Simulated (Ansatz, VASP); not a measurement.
## One calculation of Rh, two programs

INCAR

```
SYSTEM = Rh
ALGO = Fast
EDIFF = 1E-6
ENCUT = 520
ISIF = 2
ISMEAR = 0
LASPH = .True.
LCHARG = .True.
LELF = .True.
LREAL = .False.
LVHAR = .True.
LWAVE = .False.
NBANDS = 38
NELM = 100
PREC = Accurate
SIGMA = 0.15
```

File KPOINTS:

```
k-points
0
Gamma
  18 18 6
  0 0 0
```

The input POSCAR:

```
Rh
1.0
    2.8520348341      0.0000000000      0.0000000000
   -1.4260174171      2.1325709599      0.0000000000
    0.0000000000      0.0000000000      8.6668814394
Rh
4
Direct
    0.0000000000      0.0000000000      0.0000000000
    0.3333333333      0.6666666667      0.2500000000
    0.0000000000      0.0000000000      0.5000000000
    0.6666666667      0.3333333333      0.7500000000
```

Input for Ansatz:

```yaml
crystal:
  lattice:
    - [2.8520348341, 0.0, 0.0]
    - [-1.4260174171, 2.1325709599, 0.0]
    - [0.0, 0.0, 8.6668814394]
  atoms:
    - { symbol: Rh, position: [0.0, 0.0, 0.0] }
    - { symbol: Rh, position: [0.3333333333, 0.6666666667, 0.25] }
    - { symbol: Rh, position: [0.0, 0.0, 0.5] }
    - { symbol: Rh, position: [0.6666666667, 0.3333333333, 0.75] }
basis:
  ecutwfc: 420
kpoints:
  mp_grid: { grid: [18, 18, 6] }
hamiltonian:
  xc: lda
  pseudopotentials: { kind: paw, azcp: { folder: soft_1 } }
scf:
  occupations: { method: gaussian, width: 0.15 }
output:
  forces: true
  stress: true
  eigenvalues: true
```

Change from the starting cell: strain +e along x and -e along y +0.0733, strain +e along z and -e/2 along x and y +0.0000.

Alike in both runs: task single point; functional LDA; k mesh 18 × 18 × 6; occupations gaussian, width 0.15 eV; no spin polarisation.

```csv
,VASP,Ansatz
version,VASP 6.6.1,Ansatz 0.2.0
potentials or method,"VASP PAW LDA potentials, release 64 (Rh_pv), cutoff 520 eV","scalar-relativistic, plane waves, PAW"
valence electrons in the cell,60,68
```

```csv
,VASP,Ansatz,Ansatz less VASP
gap on the k mesh at the Fermi level (eV),none,none,-
pressure (GPa),7.3,6.3,-0.95
"traceless stress, the component that is largest in VASP (GPa)",23.44,23.39,-0.056
rms of the force components (eV/Å),0.170,0.167,-0.0026
```

Ansatz warns that its potentials were made for another functional, while VASP's fit it. LDA's correlation is that of Perdew and Zunger in VASP and of Perdew and Wang (1992) in Ansatz. Atom by atom the forces differ by 0.003 eV/Å (rms over components). A gap of «none» marks a metal or a gap that the smearing closes. VASP's potentials hold 60 valence electrons a cell and Ansatz's 68, so a difference there can come from the potentials and not from the codes.
